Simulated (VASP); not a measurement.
# MgO (I4/mmm) in VASP: single point with r2SCAN

Aim: the single point of MgO with r2SCAN.

All numbers are computed with VASP 6.6.1; they aren't measurements. Logs are shortened: lines on timing, memory, paths and dates and some standing lists are left out, and cuts for length are marked.

### Step 1. The cell of the first run

Symmetry: I4/mmm, No. 139, tetragonal system. Conventional cell: a = 3.061 Å, b = 3.061 Å, c = 4.156 Å, α = 90.00°, β = 90.00°, γ = 90.00°. Within 2.8 Å of Mg (site symmetry 4/mmm) lie 6 O at 2.08 to 2.16 Å. O (site symmetry 4/mmm) has 6 Mg at 2.08 to 2.16 Å within 2.8 Å.

### Step 2. Single point, r2SCAN

Contents of POSCAR:

```
MgO
1.0
    0.0000000000      2.1644022651      2.0778261745
    2.1644022651      0.0000000000      2.0778261745
    2.1644022651      2.1644022651      0.0000000000
Mg O
1 1
Direct
    0.0000000000      0.0000000000      0.0000000000
    0.5000000000      0.5000000000      0.5000000000
```

Contents of INCAR.step1:

```
SYSTEM = MgO
ALGO = Normal
EDIFF = 1E-5
ENCUT = 920
GGA = PE
GGA_COMPAT = .False.
ISMEAR = 0
LASPH = .True.
LCHARG = .False.
LREAL = .False.
LWAVE = .True.
NBANDS = 15
NELM = 120
PREC = Accurate
SIGMA = 0.05
```

Contents of INCAR.step2:

```
SYSTEM = MgO
ALGO = Normal
EDIFF = 1E-6
ENCUT = 920
GGA_COMPAT = .False.
ISIF = 2
ISMEAR = 0
ISTART = 1
LASPH = .True.
LCHARG = .False.
LMIXTAU = .True.
LREAL = .False.
LWAVE = .False.
METAGGA = R2SCAN
NBANDS = 15
NELM = 120
PREC = Accurate
SIGMA = 0.05
```

Contents of KPOINTS:

```
k-points
0
Gamma
  10 10 10
  0 0 0
```

Potentials or basis: VASP PAW PBE potentials, release 64 (Mg_sv, O).

Started as:

```bash
$ cat potpaw_PBE.64/Mg_sv/POTCAR potpaw_PBE.64/O/POTCAR > POTCAR
$ cp INCAR.step1 INCAR
$ mpirun -np 1 vasp_std > vasp.out
$ cp INCAR.step2 INCAR
$ mpirun -np 1 vasp_std > vasp.out
```

OUTCAR:

```text
SYSTEM = MgO
   EDIFF = 1E-6
   ENCUT = 920
   ISIF = 2
   ISMEAR = 0
   ISTART = 1
   LASPH = .True.
   LREAL = .False.
   METAGGA = R2SCAN
   NELM = 120
   PREC = Accurate

 ion  position               nearest neighbor table
   1  0.000  0.000  0.000-   2 2.08   2 2.08
   2  0.500  0.500  0.500-   1 2.08   1 2.08

  LATTYP: Found a body centered tetragonal cell.
 ALAT       =     3.0609270377
 C/A-ratio  =     1.3576450199

  Lattice vectors:

 A1 = (   0.0000000000,  -2.1644022651,  -2.0778261745)
 A2 = (   0.0000000000,   2.1644022651,  -2.0778261745)
 A3 = (   2.1644022651,   0.0000000000,   2.0778261745)

Analysis of symmetry for initial positions (statically):
=====================================================================
 Subroutine PRICEL returns:
 Original cell was already a primitive cell.

 Routine SETGRP: Setting up the symmetry group for a
 body centered tetragonal supercell.

 Subroutine GETGRP returns: Found 16 space group operations
 (whereof 16 operations were pure point group operations)
 out of a pool of 16 trial point group operations.

The static configuration has the point symmetry D_4h.

Analysis of symmetry for dynamics (positions and initial velocities):
=====================================================================
 Subroutine PRICEL returns:
 Original cell was already a primitive cell.

 Routine SETGRP: Setting up the symmetry group for a
 body centered tetragonal supercell.

 Subroutine GETGRP returns: Found 16 space group operations
 (whereof 16 operations were pure point group operations)
 out of a pool of 16 trial point group operations.

The dynamic configuration has the point symmetry D_4h.

 Subroutine INISYM returns: Found 16 space group operations
 (whereof 16 operations are pure point group operations),
 and found     1 'primitive' translations

----------------------------------------------------------------------------------------

                                     Primitive cell

  volume of cell :      19.4677

  direct lattice vectors                    reciprocal lattice vectors
     0.000000000  2.164402265  2.077826175    -0.231010662  0.231010662  0.240636106
     2.164402265  0.000000000  2.077826175     0.231010662 -0.231010662  0.240636106
     2.164402265  2.164402265  0.000000000     0.231010662  0.231010662 -0.240636106

  length of vectors
     3.000333111  3.000333111  3.060927038     0.405755576  0.405755576  0.405755576

  position of ions in fractional coordinates (direct lattice)
     0.000000000  0.000000000  0.000000000
     0.500000000  0.500000000  0.500000000

  ion indices of the primitive-cell ions
   primitive index   ion index
                 1           1
                 2           2

----------------------------------------------------------------------------------------

 KPOINTS: k-points

Automatic generation of k-mesh.
 Grid dimensions read from file:
 generate k-points for:   10   10   10

 Generating k-lattice:

  Cartesian coordinates                     Fractional coordinates (reciprocal lattice)
    -0.023101066  0.023101066  0.024063611     0.100000000  0.000000000  0.000000000
     0.023101066 -0.023101066  0.024063611     0.000000000  0.100000000  0.000000000
     0.023101066  0.023101066 -0.024063611    -0.000000000 -0.000000000  0.100000000

  Length of vectors
     0.040575558  0.040575558  0.040575558

  Shift w.r.t. Gamma in fractional coordinates (k-lattice)
     0.000000000  0.000000000  0.000000000

 Subroutine IBZKPT returns following result:
 ===========================================

 Found    102 irreducible k-points:

 Following reciprocal coordinates:
            Coordinates               Weight
  0.000000  0.000000  0.000000      1.000000
  0.100000 -0.000000  0.000000      8.000000
  0.200000 -0.000000  0.000000      8.000000
  0.300000  0.000000  0.000000      8.000000
  0.400000  0.000000  0.000000      8.000000
  0.500000 -0.000000  0.000000      4.000000
[... 16 lines left out ...]
  0.300000  0.300000  0.000000      2.000000
  0.400000  0.300000  0.000000      8.000000
 [... further k-points ...]
   k-points           NKPTS =    102   k-points in BZ     NKDIM =    102   number of bands    NBANDS=     15
   number of dos      NEDOS =    301   number of ions     NIONS =      2
   total plane-waves  NPLWV =  27000
   dimension x,y,z NGX =    30 NGY =   30 NGZ =   30
   dimension x,y,z NGXF=    60 NGYF=   60 NGZF=   60
   ions per type =               1   1
   NGX,Y,Z   is equivalent  to a cutoff of  16.62, 16.62, 16.29 a.u.
   NGXF,Y,Z  is equivalent  to a cutoff of  33.25, 33.25, 32.59 a.u.
 SYSTEM =  MgO
   PREC   = accura    normal or accurate (medium, high low for compatibility)
   ISTART =      1    job   : 0-new  1-cont  2-samecut
   ICHARG =      0    charge: 1-file 2-atom 10-const
   ISPIN  =      1    spin polarized calculation?
   LNONCOLLINEAR =      F non collinear calculations
   LSORBIT =      F    spin-orbit coupling
   LASPH  =      T    aspherical Exc in radial PAW
   ENCUT  =  920.0 eV  67.62 Ry    8.22 a.u.   7.42  7.42  7.57*2*pi/ulx,y,z
   NELM   =    120;   NELMIN=  2; NELMDL=  0     # of ELM steps
   EDIFF  = 0.1E-05   stopping-criterion for ELM
   LREAL  =      F    real-space projection
   EDIFFG = 0.1E-04   stopping-criterion for IOM
   NSW    =      0    number of steps for IOM
   IBRION =     -1    ionic relax: 0-MD 1-quasi-New 2-CG
   NFREE  =      0    steps in history (QN), initial steepest desc. (CG)
   ISIF   =      2    stress and relaxation
   ISYM   =      2    0-nonsym 1-usesym 2-fastsym
   POTIM  = 0.5000    time-step for ionic-motion
   TEBEG  =    0.0;   TEEND  =   0.0 temperature during run
   PSTRESS=    0.0 pullay stress
   NELECT =      16.0000    total number of electrons
   NUPDOWN=      -1.0000    fix difference up-down
   EMIN   =  10.00;   EMAX   =-10.00  energy-range for DOS
   EFERMI =   0.00;   METHOD = LEGACY
   ISMEAR =     0;   SIGMA  =   0.05  broadening in eV -4-tet -1-fermi 0-gaus
   EFERMI_NEDOS =   21; number of points for ismear=-14 and -15
   IALGO  =     38    algorithm
   IMIX   =      4    mixing-type and parameters
     AMIX     =   0.40;   BMIX     =  1.00
     AMIX_MAG =   1.60;   BMIX_MAG =  1.00
  volume/ion in A,a.u.               =       9.73        65.69
  Fermi-wavevector in a.u.,A,eV,Ry     =   1.533474  2.897846 31.994681  2.351543
  Thomas-Fermi vector in A             =   2.640536
   LORBIT       =      0    0 simple, 1 ext, 2 COOP (PROOUT), +10 PAW based schemes
   METAGGA = R2SCAN    functional components
   LHFCALC =     F    Hartree Fock is set to
   AEXX    =    0.0000 exact exchange contribution
   IVDW    =     0    specifies the selected vdW correction
   LEPSILON=     F    determine dielectric tensor
   LRPA    =     F    only Hartree local field effects (RPA)
 non-spin polarized calculation
 Gauss-broadening in eV      SIGMA  =   0.05
  energy-cutoff  :      920.00
  volume of cell :       19.47
 maximum number of plane-waves:      1253
 NGX is ok and might be reduce to    30
   NGX = 15   NGY = 15   NGZ = 15

 number of electron      15.9999995 magnetization

 Free energy of the ion-electron system (eV)
  ---------------------------------------------------
  ext. energy  EPLUGINS =         0.00000000
  ---------------------------------------------------
  free energy    TOTEN  =       -16.12693135 eV

  energy without entropy =      -16.12693135  energy(sigma->0) =      -16.12693135

 E-fermi :   2.4698     XC(G=0): -11.8122

 val. band max:        2.2519657882   @ k =   0.0000   0.0000   0.0000
 cond. band min:       7.4497827510   @ k =   0.0000   0.0000   0.0000
 fundamental gap:      5.1978169628
 Fermi energy:         2.4697917982

 k-point     1 :       0.0000    0.0000    0.0000
  band No.  band energies     occupation
      1     -72.8969      2.00000
      2     -37.9958      2.00000
      3     -37.9958      2.00000
      4     -37.9681      2.00000
      5     -15.7665      2.00000
      6       2.1517      2.00000
      7       2.2520      2.00000
      8       2.2520      2.00000
      9       7.4498      0.00000
     10      18.7184      0.00000
     11      18.7184      0.00000
     12      19.1372      0.00000
     13      22.8473      0.00000
     14      23.9512      0.00000
     15      25.3257      0.00000

 k-point     2 :       0.1000   -0.0000    0.0000
  band No.  band energies     occupation
      1     -72.8963      2.00000
      2     -38.0005      2.00000
      3     -37.9967      2.00000
      4     -37.9708      2.00000
      5     -15.6675      2.00000
      6       1.5995      2.00000
      7       2.1328      2.00000
      8       2.1791      2.00000
      9       8.0633      0.00000
     10      17.6091      0.00000
     11      18.9429      0.00000
     12      19.2464      0.00000
     13      23.2938      0.00000
     14      24.3485      0.00000
     15      24.5923      0.00000

 k-point     3 :       0.2000   -0.0000    0.0000
  band No.  band energies     occupation
      1     -72.8946      2.00000
      2     -38.0153      2.00000
      3     -37.9990      2.00000
      4     -37.9752      2.00000
      5     -15.3973      2.00000
      6       0.3341      2.00000
      7       1.9838      2.00000
      8       1.9948      2.00000
      9       9.2766      0.00000
     10      16.0838      0.00000
     11      19.3271      0.00000
     12      19.7925      0.00000
     13      22.7627      0.00000
     14      23.5674      0.00000
     15      25.4590      0.00000
[... 343 lines left out ...]
 k-point    23 :       0.3000    0.3000    0.0000
  band No.  band energies     occupation
      1     -72.8906      2.00000
      2     -38.0133      2.00000
      3     -38.0133      2.00000
      4     -38.0109      2.00000
      5     -14.8106      2.00000
      6      -0.8043      2.00000
      7       1.2423      2.00000
      8       1.2423      2.00000
      9      11.6541      0.00000
     10      13.3145      0.00000
     11      17.9661      0.00000
     12      20.6989      0.00000
     13      20.6989      0.00000
     14      26.8490      0.00000
     15      31.0172      0.00000

 k-point    24 :       0.4000    0.3000    0.0000
  band No.  band energies     occupation
      1     -72.8893      2.00000
      2     -38.0270      2.00000
      3     -38.0163      2.00000
      4     -38.0104      2.00000
      5     -14.5931      2.00000
      6      -1.1908      2.00000
      7       0.9110      2.00000
      8       1.0842      2.00000
      9      12.4150      0.00000
     10      13.0094      0.00000
     11      17.0329      0.00000
     12      20.9099      0.00000
     13      21.1857      0.00000
     14      27.7154      0.00000
     15      30.3893      0.00000

 [... further k-points ...]

------------------------ aborting loop because EDIFF is reached ----------------------------------------

  FORCE on cell =-STRESS in cart. coord.  units (eV):
  Direction    XX          YY          ZZ          XY          YZ          ZX
  --------------------------------------------------------------------------------------
  -------------------------------------------------------------------------------------
  Total       -1.0141624     -1.0141624     -0.1267322      0.0000000      0.0000000      0.0000000
  in kB      -83.4647121    -83.4647121    -10.4299561      0.0000000      0.0000000      0.0000000
  external PRESSURE =     -59.1197934 kB  Pullay stress =       0.0000000 kB

 VOLUME and BASIS-vectors are now :
 -----------------------------------------------------------------------------
  energy-cutoff  :      920.00
  volume of cell :       19.47
      direct lattice vectors                 reciprocal lattice vectors
     0.000000000  2.164402265  2.077826175    -0.231010662  0.231010662  0.240636106
     2.164402265  0.000000000  2.077826175     0.231010662 -0.231010662  0.240636106
     2.164402265  2.164402265  0.000000000     0.231010662  0.231010662 -0.240636106

 POSITION                                       TOTAL-FORCE (eV/Angst)
 -----------------------------------------------------------------------------------
      0.00000      0.00000      0.00000         0.000000     -0.000000      0.000000
      2.16440      2.16440      2.07783        -0.000000      0.000000     -0.000000
 -----------------------------------------------------------------------------------
    total drift:                                0.000000      0.000000      0.000000

  FREE ENERGIE OF THE ION-ELECTRON SYSTEM (eV)
  ---------------------------------------------------
  free  energy   TOTEN  =       -16.1269313535 eV

  energy  without entropy=      -16.1269313535  energy(sigma->0) =      -16.12693135
```

Wall time 2.9 min (1 thread of Intel Xeon Platinum 8488C (Sapphire Rapids), shared host); peak memory 0.21 GiB.

What came out:

```yaml
Free_energy: -16.1269 eV
Pressure: -5.9 GPa
Band_gap_on_the_k_mesh: 5.20 eV
```

Stress tensor (GPa, compression positive):
```
-8.35  0.00  0.00
 0.00 -8.35  0.00
 0.00  0.00 -1.04
```

Caveat: the stress differs along the axes, from -8 to -1 GPa; the PAW data sets were made with another functional, which shifts forces and pressure a little.
